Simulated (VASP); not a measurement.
PbO2:

```
CELL_PARAMETERS angstrom
-3.06161 3.06161 3.96044
3.06161 -3.06161 3.96044
3.06161 3.06161 -3.96044
ATOMIC_POSITIONS crystal
Pb 0.00000 0.00000 0.00000
Pb 0.75000 0.25000 0.50000
O 0.37500 0.29307 0.41807
O 0.04307 0.62500 0.91807
O 0.70693 0.12500 0.08193
O 0.87500 0.95693 0.58193
```

```yaml
Program: VASP 6.6.1
Task: relaxation of cell and atoms
Functional: PBE
Potentials_or_basis: VASP PAW PBE potentials, release 64 (Pb_d, O)
Cutoff: 600 eV
k_mesh: 6 × 6 × 6
Occupations: gaussian, width 0.02 eV
Spin: no spin polarisation
```

At the start: pressure 0.2 GPa; volume 24.75 Å³/atom.

Where does the relaxation end?

Over 11 steps the energy falls by 2.7 meV/atom and the volume is 23.91 Å³/atom (-3.4 %); space group I-42d (No. 122, to 0.1 Å) before and after.

The path:
```
step  energy change (eV)  largest force (eV/Å)  pressure (GPa)  volume (Å³)
   1              0.0000                0.0341            0.20       148.49
   2             -0.0008                0.0268           -0.21       149.17
   3             -0.0009                0.0159           -0.14       149.05
   4             -0.0017                0.0161           -0.14       148.87
   5             -0.0043                0.0164           -0.14       148.35
   6             -0.0088                0.0182           -0.15       147.25
   7             -0.0149                0.0270           -0.22       144.93
   8             -0.0059                0.0692           -0.50       139.72
   9             -0.0158                0.0317           -0.25       144.09
  10             -0.0094                0.1539            1.03       141.27
  11             -0.0163                0.0068            0.01       143.49
```

Final structure:
```cif
data_structure
_symmetry_space_group_name_H-M 'P 1'
_symmetry_Int_Tables_number 1
_cell_length_a 5.7427
_cell_length_b 5.7427
_cell_length_c 5.7427
_cell_angle_alpha 113.826
_cell_angle_beta 113.826
_cell_angle_gamma 101.074
_cell_volume 143.49
loop_
_atom_site_label
_atom_site_type_symbol
_atom_site_fract_x
_atom_site_fract_y
_atom_site_fract_z
_atom_site_occupancy
Pb1 Pb 0.00000 0.00000 0.00000 1
Pb2 Pb 0.75000 0.25000 0.50000 1
O1 O 0.37500 0.29287 0.41787 1
O2 O 0.04287 0.62500 0.91787 1
O3 O 0.70713 0.12500 0.08213 1
O4 O 0.87500 0.95713 0.58213 1
```
